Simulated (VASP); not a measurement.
Mn: single point with PBE

Mn:

```xyz
1
Lattice="0.0000 1.7450 1.7450 1.7450 0.0000 1.7450 1.7450 1.7450 0.0000" Properties=species:S:1:pos:R:3 pbc="T T T"
Mn    0.0000    0.0000    0.0000
```

* Program: VASP 6.6.1
* Task: single point
* Functional: PBE
* Potentials or basis: VASP PAW PBE potentials, release 64 (Mn_pv)
* Cutoff: 520 eV
* k mesh: 13 × 13 × 13
* Occupations: fermi-dirac, width 0.05 eV
* Spin: collinear spin, ferromagnetic start
* Starting moments: [0.34] μB
* Fixed moment: 0.34 μB

* Pressure: 3.9 GPa
* Net moment: 0.34 μB per cell
* Site moments: Mn +0.33 μB
* Valence electrons inside the program's atomic spheres: Mn 12.01

Run time: 26 s on 1 thread of Intel Xeon 6975P-C, with other jobs on the host, peak memory 0.14 GiB.

Caveat: the total moment is fixed, so each spin has its own Fermi level.
